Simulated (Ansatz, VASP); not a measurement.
## One calculation of TlCl, two programs

```xyz
2
Lattice="3.7936 0.0000 0.0000 0.0000 3.7936 0.0000 0.0000 0.0000 3.7936" Properties=species:S:1:pos:R:3 pbc="T T T"
Tl    0.0000    0.0000    0.0000
Cl    1.8968    1.8968    1.8968
```

Alike in both runs: task single point; functional PBE; k mesh 4 × 4 × 4; no spin polarisation.

|  | VASP | Ansatz |
| --- | --- | --- |
| version | VASP 6.6.1 | Ansatz 0.2.0 |
| potentials or method | VASP PAW PBE potentials, release 64 (Tl_d, Cl) | plane waves |
| plane-wave cutoff (eV) | 500 | 420 |
| occupations | methfessel-paxton of order 1, width 0.05 eV | cold, width 0.05 eV |
| valence electrons in the cell | 20 | 20 |

Ansatz gave:

- gap on the k mesh at the Fermi level (eV): 1.99
- pressure (GPa): 2.4

What did VASP give for the same quantities?

gap on the k mesh at the Fermi level (eV): 1.99; pressure (GPa): 2.3.

Neither program's run includes spin-orbit coupling.
